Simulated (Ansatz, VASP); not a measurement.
## Two plane-wave programs on Ir

Contents of POSCAR:

```
Ir
1.0
    0.0000000000      1.8065068646      2.1678082376
    1.8065068646      0.0000000000      2.1678082376
    1.8065068646      1.8065068646      0.0000000000
Ir
1
Direct
    0.0000000000      0.0000000000      0.0000000000
```

File INCAR.step1:

```
SYSTEM = Ir
PREC = Accurate
ENCUT = 620
ISMEAR = 0
SIGMA = 0.15
LREAL = .False.
LASPH = .True.
NELM = 120
NBANDS = 14
GGA = PE
ALGO = Normal
EDIFF = 1E-5
LWAVE = .True.
LCHARG = .False.
GGA_COMPAT = .False.
```

Contents of INCAR.step2:

```
SYSTEM = Ir
PREC = Accurate
ENCUT = 620
EDIFF = 1E-6
ISMEAR = 0
SIGMA = 0.15
LREAL = .False.
LASPH = .True.
NELM = 120
ALGO = Normal
ISIF = 2
LWAVE = .False.
LCHARG = .False.
METAGGA = R2SCAN
LMIXTAU = .True.
NBANDS = 14
ISTART = 1
GGA_COMPAT = .False.
```

Contents of KPOINTS:

```
regular mesh
0
Gamma
  24 24 24
  0 0 0
```

Input for Ansatz:

```yaml
crystal:
  lattice:
    - [0.0, 1.8065068646, 2.1678082376]
    - [1.8065068646, 0.0, 2.1678082376]
    - [1.8065068646, 1.8065068646, 0.0]
  atoms:
    - { symbol: Ir, position: [0.0, 0.0, 0.0] }
basis:
  ecutwfc: 500
kpoints:
  mp_grid: { grid: [24, 24, 24] }
hamiltonian:
  xc: r2scan
scf:
  occupations: { method: gaussian, width: 0.15 }
output:
  forces: true
  stress: true
  eigenvalues: true
```

Alike in both runs: task single point; functional r2SCAN; k mesh 24 × 24 × 24; occupations gaussian, width 0.15 eV; no spin polarisation.

|  | VASP | Ansatz |
| --- | --- | --- |
| version | VASP 6.6.1 | Ansatz 0.2.0 |
| potentials or method | VASP PAW PBE potentials, release 64 (Ir_sv_GW), cutoff 620 eV | scalar-relativistic, plane waves, PAW |
| valence electrons in the cell | 17 | 17 |

```tsv
	VASP	Ansatz	Ansatz less VASP
gap on the k mesh at the Fermi level (eV)	none	none	-
pressure (GPa)	9.5	10.4	+0.91
traceless stress, the component that is largest in VASP (GPa)	-42.98	-43.01	-0.022
```

VASP's potentials were made for PBE, not for r2SCAN. A gap of «none» marks a metal or a gap that the smearing closes.

Spin-orbit coupling is off throughout.
